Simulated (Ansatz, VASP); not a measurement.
# Two plane-wave programs on AlGaN2

POSCAR

```
AlGaN2
1.0
    3.1385264203      0.0000000000      0.0000000000
    0.0000000000      3.1385264203      0.0000000000
    0.0000000000      0.0000000000      4.3339095939
Al Ga N
1 1 2
Direct
    0.5000000000      0.5000000000      0.5000000000
    0.0000000000      0.0000000000      0.0000000000
    0.5000000000      0.0000000000      0.7387428355
    0.0000000000      0.5000000000      0.2612571645
```

The input INCAR.step1:

```
SYSTEM = AlGaN2
ALGO = Normal
EDIFF = 1E-4
ENCUT = 520
GGA = PE
ISMEAR = 0
LASPH = .True.
LCHARG = .False.
LREAL = .False.
LWAVE = .True.
NBANDS = 21
NELM = 100
PREC = Accurate
SIGMA = 0.02
```

Contents of INCAR.step2:

```
SYSTEM = AlGaN2
ALGO = Normal
EDIFF = 1E-7
ENCUT = 520
ISIF = 2
ISMEAR = 0
ISTART = 1
LASPH = .True.
LCHARG = .False.
LMIXTAU = .True.
LREAL = .False.
LWAVE = .False.
METAGGA = R2SCAN
NBANDS = 21
NELM = 100
PREC = Accurate
SIGMA = 0.02
```

The input KPOINTS:

```
k-points
0
Gamma
  8 8 6
  0 0 0
```

Input for Ansatz:

```yaml
crystal:
  lattice:
    - [3.1385264203, 0.0, 0.0]
    - [0.0, 3.1385264203, 0.0]
    - [0.0, 0.0, 4.3339095939]
  atoms:
    - { symbol: Al, position: [0.5, 0.5, 0.5] }
    - { symbol: Ga, position: [0.0, 0.0, 0.0] }
    - { symbol: "N", position: [0.5, 0.0, 0.7387428355] }
    - { symbol: "N", position: [0.0, 0.5, 0.2612571645] }
basis:
  ecutwfc: 500
kpoints:
  mp_grid: { grid: [8, 8, 6] }
  band_path: { path: [VBM, CBM], npoints: 2 }
hamiltonian:
  xc: r2scan
scf:
  occupations: { method: gaussian, width: 0.02 }
output:
  forces: true
  stress: true
  eigenvalues: true
checkpoint:
  read: start.run
  write: ck
  compress: false
  write_wavefunctions: false
  write_every: 100000
```

Alike in both runs: task single point; functional r2SCAN; k mesh 8 × 8 × 6; occupations gaussian, width 0.02 eV; no spin polarisation.

|  | VASP | Ansatz |
| --- | --- | --- |
| version | VASP 6.6.1 | Ansatz 0.2.0 |
| potentials or method | VASP PAW PBE potentials, release 64 (Al, Ga_d, N), cutoff 520 eV | scalar-relativistic, plane waves, PAW |
| valence electrons in the cell | 26 | 26 |

```tsv
	VASP	Ansatz	Ansatz less VASP
gap on the k mesh at the Fermi level (eV)	3.56	3.55	-0.009
least direct gap on the mesh (eV)	3.56	3.55	-0.009
pressure (GPa)	4.6	4.2	-0.38
traceless stress, the component that is largest in VASP (GPa)	1.76	1.69	-0.070
rms of the force components (eV/Å)	0.038	0.000	-0.0378
```

VASP's potentials were made for PBE, not for r2SCAN. Atom by atom the forces differ by 0.038 eV/Å (rms over components).
